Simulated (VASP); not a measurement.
# CaB107N108 (a cell with a defect) in VASP: single point with PBE

Aim: the single point of CaB107N108 (a cell with a defect) with PBE.

Everything below comes from runs of VASP 6.6.1. Logs are shortened: lines on timing, memory, paths and dates and some standing lists are left out, and cuts for length are marked.

## (1) The cell of the first run

The cell holds a defect, 216 atoms: a = 10.872 Å, b = 10.872 Å, c = 10.872 Å, α = 90.00°, β = 90.00°, γ = 90.00°.

## (2) Single point, PBE

The input, INCAR:

```
SYSTEM = CaB107N108
ALGO     = Normal         ! electronic algorithm
EDIFF    = 1E-7           ! SCF threshold, eV
ENCUT    = 520            ! plane-wave cutoff, eV
GGA      = PE             ! functional
ISIF     = 2              ! what is computed and relaxed
ISMEAR   = -1             ! smearing method
LASPH    = .True.         ! aspherical terms in the spheres
LCHARG   = .False.        ! write CHGCAR
LREAL    = Auto         
LWAVE    = .False.        ! write WAVECAR
NBANDS   = 550            ! bands
NCORE    = 4            
NELECT   = 870.0        
NELM     = 80             ! most SCF steps
PREC     = Accurate       ! precision mode
SIGMA    = 0.01           ! smearing width, eV
```

The input, KPOINTS:

```
k-points
0
Gamma
  1 1 1
  0 0 0
```

The input, POSCAR:

```
CaB107N108
1.0
   10.8723311500      0.0000000000      0.0000000000
    0.0000000000      0.0000000000    -10.8723311500
    0.0000000000     10.8723311500      0.0000000000
B N Ca
107 108 1
Direct
    0.0001093901     -0.0000458771     -0.0000472517
    0.0001040580      0.1666421925      0.1666403776
    0.1663500423      0.0002076147      0.1663802628
    0.1667035979      0.1667313746     -0.0001382440
   -0.0001459439      0.0002037646      0.3328848672
   -0.0002621980      0.1664011555      0.4992994416
[... 208 lines left out ...]
    0.9167782439      0.9164359496      0.9168440503
    0.5083743102      0.4912814287      0.6751186244
```

Potentials or basis: VASP PAW PBE potentials, release 64 (B, N, Ca_sv).

The run is started by

```bash
$ cat potpaw_PBE.64/B/POTCAR potpaw_PBE.64/N/POTCAR potpaw_PBE.64/Ca_sv/POTCAR > POTCAR
$ mpirun -np 4 vasp_gam > vasp.out
```

OUTCAR:

```text
SYSTEM = CaB107N108
   EDIFF = 1E-7
   ENCUT = 520
   GGA = PE
   ISIF = 2
   ISMEAR = -1
   LASPH = .True.
   LREAL = Auto
   NELECT = 870.0
   NELM = 80
   PREC = Accurate

 ion  position               nearest neighbor table
   1  0.000  1.000  1.000- 133 1.57 182 1.57 116 1.57 215 1.57
   2  0.000  0.167  0.167- 108 1.57 182 1.57 183 1.57 109 1.57
   3  0.166  0.000  0.166- 108 1.57 133 1.57 135 1.57 110 1.57
   4  0.167  0.167  1.000- 109 1.57 116 1.57 110 1.57 119 1.57
   5  1.000  0.000  0.333- 207 1.57 108 1.57 137 1.57 186 1.57
   6  1.000  0.166  0.499- 186 1.56 113 1.56 187 1.57 112 1.57
[... 46 lines left out ...]
  53  0.332  0.333  0.331- 111 1.56 156 1.57 126 1.57 149 1.58
  54  0.328  0.499  0.495- 160 1.50 126 1.56 161 1.58 127 1.58
  55  0.496  0.331  0.495- 160 1.51 149 1.55 162 1.58 151 1.62 216 2.63
  56  0.499  0.501  0.332- 161 1.56 162 1.57 159 1.57 156 1.57
  57  0.328  0.331  0.662- 160 1.51 115 1.55 130 1.58 153 1.62 216 2.63
  58  0.328  0.504  0.836- 165 1.51 131 1.55 130 1.58 164 1.62 216 2.63
  59  0.503  0.327  0.840- 166 1.52 155 1.56 164 1.58 153 1.58 216 2.53
  60  0.332  0.668  0.001- 134 1.56 157 1.57 176 1.58 131 1.58
  61  0.333  0.834  0.167- 135 1.56 168 1.57 134 1.57 169 1.57
  62  0.500  0.667  0.166- 170 1.57 168 1.57 159 1.57 157 1.57
  63  0.500  0.835  0.001- 176 1.54 169 1.56 170 1.57 179 1.57
  64  0.333  0.667  0.332- 161 1.57 138 1.57 168 1.57 123 1.57
  65  0.333  0.834  0.499- 172 1.57 138 1.57 173 1.57 139 1.57
  66  0.501  0.672  0.495- 163 1.50 174 1.56 172 1.59 161 1.59
  67  0.500  0.836  0.331- 174 1.54 171 1.56 168 1.57 173 1.57
  68  0.328  0.672  0.667- 165 1.50 142 1.56 172 1.58 127 1.59
  69  0.332  0.836  0.834- 143 1.56 177 1.57 142 1.57 176 1.58
  70  0.496  0.672  0.836- 165 1.51 176 1.55 178 1.58 167 1.62 216 2.63
  71  0.499  0.834  0.666- 172 1.56 178 1.57 175 1.57 177 1.57
  72  0.667  0.999  0.001- 205 1.56 188 1.57 179 1.57 146 1.57
  73  0.667  0.166  0.167- 180 1.56 181 1.57 147 1.57 146 1.57
  74  0.833  1.000  0.167- 207 1.57 182 1.57 180 1.57 205 1.57
  75  0.834  0.166  0.001- 182 1.56 181 1.57 191 1.57 188 1.57
  76  0.667  0.000  0.333- 180 1.56 209 1.57 150 1.57 171 1.57
[... 10 lines left out ...]
  87  0.836  0.501  0.003- 200 1.54 194 1.56 203 1.57 193 1.57
  88  0.666  0.334  0.333- 185 1.57 192 1.57 147 1.57 162 1.58
  89  0.669  0.504  0.495- 163 1.51 197 1.55 162 1.58 196 1.62 216 2.63
  90  0.833  0.333  0.500- 185 1.57 198 1.57 187 1.57 196 1.58
  91  0.835  0.500  0.332- 197 1.54 195 1.56 198 1.57 192 1.57
  92  0.673  0.327  0.670- 166 1.52 189 1.56 196 1.58 151 1.58 216 2.54
  93  0.673  0.497  0.840- 166 1.52 200 1.56 201 1.58 167 1.58 216 2.54
  94  0.837  0.331  0.835- 191 1.55 202 1.57 200 1.58 189 1.58
  95  0.834  0.500  0.667- 201 1.57 196 1.57 199 1.57 202 1.57
  96  0.667  0.667  1.000- 212 1.57 170 1.57 193 1.57 167 1.58
  97  0.667  0.834  0.166- 205 1.56 204 1.57 170 1.57 171 1.57
  98  0.834  0.667  0.166- 206 1.56 204 1.56 193 1.57 195 1.57
  99  0.833  0.833  1.000- 205 1.57 215 1.57 206 1.57 212 1.57
 100  0.667  0.668  0.331- 204 1.56 159 1.57 174 1.57 197 1.58
 101  0.667  0.836  0.498- 209 1.56 175 1.57 174 1.57 208 1.58
 102  0.835  0.668  0.499- 210 1.56 199 1.57 208 1.58 197 1.58
 103  0.834  0.834  0.333- 207 1.56 209 1.57 204 1.57 210 1.57
 104  0.669  0.672  0.662- 163 1.51 208 1.55 178 1.58 201 1.62 216 2.63
 105  0.666  0.834  0.833- 212 1.57 179 1.57 213 1.57 178 1.58
 106  0.833  0.667  0.833- 212 1.57 214 1.57 203 1.57 201 1.58
 107  0.835  0.835  0.666- 208 1.54 211 1.56 214 1.57 213 1.57
 108  0.083  0.083  0.250-   8 1.56   2 1.57   3 1.57   5 1.57
 109  0.084  0.250  0.083-  13 1.56  15 1.56   4 1.57   2 1.57
 110  0.250  0.083  0.083-  37 1.56  38 1.56   4 1.57   3 1.57
[... 103 lines left out ...]
 214  0.917  0.750  0.750-  34 1.57  33 1.57 106 1.57 107 1.57
 215  0.917  0.916  0.917-  82 1.56  34 1.56  99 1.57   1 1.57
 216  0.508  0.491  0.675- 166 1.94 160 1.99 165 1.99 163 1.99  59 2.53  92 2.54  93 2.54  57 2.63
                            58 2.63  55 2.63  89 2.63  70 2.63 104 2.63

  LATTYP: Found a simple cubic cell.
 ALAT       =    10.8723311500

  Lattice vectors:

 A1 = (  10.8723311500,   0.0000000000,   0.0000000000)
 A2 = (   0.0000000000,   0.0000000000, -10.8723311500)
 A3 = (   0.0000000000,  10.8723311500,   0.0000000000)

Analysis of symmetry for initial positions (statically):
=====================================================================
 Subroutine PRICEL returns:
 Original cell was already a primitive cell.

 Routine SETGRP: Setting up the symmetry group for a
 simple cubic supercell.

 Subroutine GETGRP returns: Found  1 space group operations
 (whereof  1 operations were pure point group operations)
 out of a pool of 48 trial point group operations.

The static configuration has the point symmetry C_1 .

Analysis of symmetry for dynamics (positions and initial velocities):
=====================================================================
 Subroutine PRICEL returns:
 Original cell was already a primitive cell.

 Routine SETGRP: Setting up the symmetry group for a
 simple cubic supercell.

 Subroutine GETGRP returns: Found  1 space group operations
 (whereof  1 operations were pure point group operations)
 out of a pool of 48 trial point group operations.

The dynamic configuration has the point symmetry C_1 .

 Subroutine INISYM returns: Found  1 space group operations
 (whereof  1 operations are pure point group operations),
 and found     1 'primitive' translations

----------------------------------------------------------------------------------------

                                     Primitive cell

  volume of cell :    1285.1920

  direct lattice vectors                    reciprocal lattice vectors
    10.872331150  0.000000000  0.000000000     0.091976595  0.000000000  0.000000000
     0.000000000  0.000000000-10.872331150     0.000000000  0.000000000 -0.091976595
     0.000000000 10.872331150  0.000000000     0.000000000  0.091976595  0.000000000

  length of vectors
    10.872331150 10.872331150 10.872331150     0.091976595  0.091976595  0.091976595

  position of ions in fractional coordinates (direct lattice)
     0.000109390  0.999954123  0.999952748
     0.000104058  0.166642192  0.166640378
     0.166350042  0.000207615  0.166380263
     0.166703598  0.166731375  0.999861756
     0.999854056  0.000203765  0.332884867
     0.999737802  0.166401155  0.499299442
[... 127 lines left out ...]
     0.249178791  0.750887427  0.083844772
     0.249578208  0.916922327  0.249657122
   k-points           NKPTS =      1   k-points in BZ     NKDIM =      1   number of bands    NBANDS=    550
   number of dos      NEDOS =    301   number of ions     NIONS =    216
   total plane-waves  NPLWV = 592704
   dimension x,y,z NGX =    84 NGY =   84 NGZ =   84
   dimension x,y,z NGXF=   168 NGYF=  168 NGZF=  168
   ions per type =             107 108   1
   NGX,Y,Z   is equivalent  to a cutoff of  12.84, 12.84, 12.84 a.u.
   NGXF,Y,Z  is equivalent  to a cutoff of  25.69, 25.69, 25.69 a.u.
 SYSTEM =  CaB107N108
   PREC   = accura    normal or accurate (medium, high low for compatibility)
   ISTART =      0    job   : 0-new  1-cont  2-samecut
   ICHARG =      2    charge: 1-file 2-atom 10-const
   ISPIN  =      1    spin polarized calculation?
   LNONCOLLINEAR =      F non collinear calculations
   LSORBIT =      F    spin-orbit coupling
   LASPH  =      T    aspherical Exc in radial PAW
   ENCUT  =  520.0 eV  38.22 Ry    6.18 a.u.  20.22 20.22 20.22*2*pi/ulx,y,z
   NELM   =     80;   NELMIN=  2; NELMDL= -5     # of ELM steps
   EDIFF  = 0.1E-06   stopping-criterion for ELM
   LREAL  =      T    real-space projection
   EDIFFG = 0.1E-05   stopping-criterion for IOM
   NSW    =      0    number of steps for IOM
   IBRION =     -1    ionic relax: 0-MD 1-quasi-New 2-CG
   NFREE  =      0    steps in history (QN), initial steepest desc. (CG)
   ISIF   =      2    stress and relaxation
   ISYM   =      2    0-nonsym 1-usesym 2-fastsym
   POTIM  = 0.5000    time-step for ionic-motion
   TEBEG  =    0.0;   TEEND  =   0.0 temperature during run
   PSTRESS=    0.0 pullay stress
   NELECT =     870.0000    total number of electrons
   NUPDOWN=      -1.0000    fix difference up-down
   EMIN   =  10.00;   EMAX   =-10.00  energy-range for DOS
   EFERMI =   0.00;   METHOD = LEGACY
   ISMEAR =    -1;   SIGMA  =   0.01  broadening in eV -4-tet -1-fermi 0-gaus
   EFERMI_NEDOS =   21; number of points for ismear=-14 and -15
   IALGO  =     38    algorithm
   IMIX   =      4    mixing-type and parameters
     AMIX     =   0.40;   BMIX     =  1.00
     AMIX_MAG =   1.60;   BMIX_MAG =  1.00
  volume/ion in A,a.u.               =       5.95        40.15
  Fermi-wavevector in a.u.,A,eV,Ry     =   1.437447  2.716381 28.113100  2.066255
  Thomas-Fermi vector in A             =   2.556524
   LORBIT       =      0    0 simple, 1 ext, 2 COOP (PROOUT), +10 PAW based schemes
   GGA     = PE    functional components
   LHFCALC =     F    Hartree Fock is set to
   AEXX    =    0.0000 exact exchange contribution
   IVDW    =     0    specifies the selected vdW correction
   LEPSILON=     F    determine dielectric tensor
   LRPA    =     F    only Hartree local field effects (RPA)
 non-spin polarized calculation
  energy-cutoff  :      520.00
  volume of cell :     1285.19
 maximum number of plane-waves:     17253
 NGX is ok and might be reduce to    84
   NGX = 41   NGY = 41   NGZ = 41

 number of electron     869.9999922 magnetization

 Free energy of the ion-electron system (eV)
  ---------------------------------------------------
  ext. energy  EPLUGINS =         0.00000000
  ---------------------------------------------------
  free energy    TOTEN  =     -1875.97476099 eV

  energy without entropy =    -1875.96446322  energy(sigma->0) =    -1875.96961211

 E-fermi :   7.5851     XC(G=0): -12.8014

 val. band max:        7.5512431125   @ k =   0.0000   0.0000   0.0000
 cond. band min:       7.6121032144   @ k =   0.0000   0.0000   0.0000
 fundamental gap:      0.0608601019
 Fermi energy:         7.5851065613

 k-point     1 :       0.0000    0.0000    0.0000
  band No.  band energies     occupation
      1     -29.9505      2.00000
      2     -12.8995      2.00000
      3     -12.7638      2.00000
      4     -12.3582      2.00000
      5     -12.3523      2.00000
      6     -11.9332      2.00000
[... 439 lines left out ...]
    446      14.1333      0.00000
    447      14.1335      0.00000
 [bands above 447 left out]

------------------------ aborting loop because EDIFF is reached ----------------------------------------

  FORCE on cell =-STRESS in cart. coord.  units (eV):
  Direction    XX          YY          ZZ          XY          YZ          ZX
  --------------------------------------------------------------------------------------
  -------------------------------------------------------------------------------------
  Total       27.0523787     27.0405790     27.0344986      3.3370536      3.2376167      3.2901841
  in kB       33.7246947     33.7099846     33.7024045      4.1601190      4.0361565      4.1016893
  external PRESSURE =      33.7123612 kB  Pullay stress =       0.0000000 kB

 VOLUME and BASIS-vectors are now :
 -----------------------------------------------------------------------------
  energy-cutoff  :      520.00
  volume of cell :     1285.19
      direct lattice vectors                 reciprocal lattice vectors
    10.872331150  0.000000000  0.000000000     0.091976595  0.000000000  0.000000000
     0.000000000  0.000000000-10.872331150     0.000000000  0.000000000 -0.091976595
     0.000000000 10.872331150  0.000000000     0.000000000  0.091976595  0.000000000

 POSITION                                       TOTAL-FORCE (eV/Angst)
 -----------------------------------------------------------------------------------
      0.00119     10.87182    -10.87183         0.000059     -0.003658      0.000456
      0.00113      1.81177     -1.81179         0.000588     -0.002563     -0.001166
      1.80861      1.80894     -0.00226         0.001821     -0.000454      0.000967
      1.81246     10.87083     -1.81276         0.000373     -0.003897     -0.000822
     10.87074      3.61923     -0.00222        -0.000708     -0.000612     -0.000081
     10.86948      5.42855     -1.80917         0.000894      0.000230      0.001474
[... 208 lines left out ...]
      9.96752      9.96823     -9.96380        -0.000614      0.002606     -0.001573
      5.52721      7.34011     -5.34137        -0.019634     -0.022233     -0.023764
 -----------------------------------------------------------------------------------
    total drift:                                0.004074      0.037595      0.021912

  FREE ENERGIE OF THE ION-ELECTRON SYSTEM (eV)
  ---------------------------------------------------
  free  energy   TOTEN  =     -1875.9747609920 eV

  energy  without entropy=    -1875.9644632241  energy(sigma->0) =    -1875.96961211
```

Run time: 9.1 min. Hardware: 4 MPI ranks of Intel Xeon Platinum 8259CL at 2.50GHz (Skylake/Cascade Lake), shared host; peak memory 0.44 GiB.

What came out:

| Quantity | Value |
| --- | --- |
| Free energy | -1875.9748 eV |
| Largest force | 0.120 eV/Å |

Levels at points of the mesh, in eV from the Fermi level:
```csv
k point,band 433,band 434,band 435,band 436,band 437,band 438
"(0.00, 0.00, 0.00)",-0.33,-0.03,-0.03,0.03,4.19,4.23
```

Caveat: the k points lie up to 0.58 Å⁻¹ apart; the cell carries a net charge on a neutralising background, which shifts energy and pressure; the cell is charged against a uniform background, so pressure and absolute levels hang on convention.
